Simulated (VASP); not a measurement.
# MgO: single point with r2SCAN

Crystal: MgO.

```xyz
2
Lattice="0.0000 2.1022 2.0811 2.1022 0.0000 2.0811 2.1022 2.1022 0.0000" Properties=species:S:1:pos:R:3 pbc="T T T"
Mg    0.0000    0.0000    0.0000
O     2.1022    2.1022    2.0811
```

This cell differs from its parent crystal: uniaxial z strain -1.0%.

| Property | Result |
| --- | --- |
| Program | VASP 6.6.1 |
| Task | single point |
| Functional | r2SCAN |
| Potentials or basis | VASP PAW PBE potentials, release 64 (Mg, O) |
| Cutoff | 520 eV |
| k mesh | 10 × 10 × 10 |
| Occupations | gaussian, width 0.01 eV |
| Spin | no spin polarisation |

The pressure is 0.6 GPa and the band gap on the k mesh is 5.75 eV.

Stress tensor (GPa, compression positive):
```
-0.17  0.00  0.00
 0.00 -0.17  0.00
 0.00  0.00  2.17
```

Levels at points of the mesh, in eV from the valence-band top:
```
           k point  band 1  band 2  band 3  band 4  band 5  band 6  band 7  band 8  band 9
(0.00, 0.00, 0.00)  -18.29   -0.02    0.00    0.00    5.75   16.88   16.88   16.99   21.11
(0.50, 0.00, 0.00)  -17.00   -4.69   -0.71   -0.69    8.90   13.98   17.46   17.70   22.61
(0.50, 0.50, 0.00)  -16.73   -4.15   -1.43   -1.43    9.97   11.22   14.55   20.53   20.53
(0.50, 0.00, 0.50)  -16.76   -4.19   -1.42   -1.36   10.08   11.24   14.41   20.55   20.76
```

Wall time 44 s on 1 thread of Intel(R) Xeon(R) Platinum 8559C (Emerald Rapids), with other jobs on the host, peak memory 0.15 GiB.

Caveat: the cell differs from its parent crystal (uniaxial z strain -1.0%); the PAW data sets were made with another functional, which shifts forces and pressure a little.
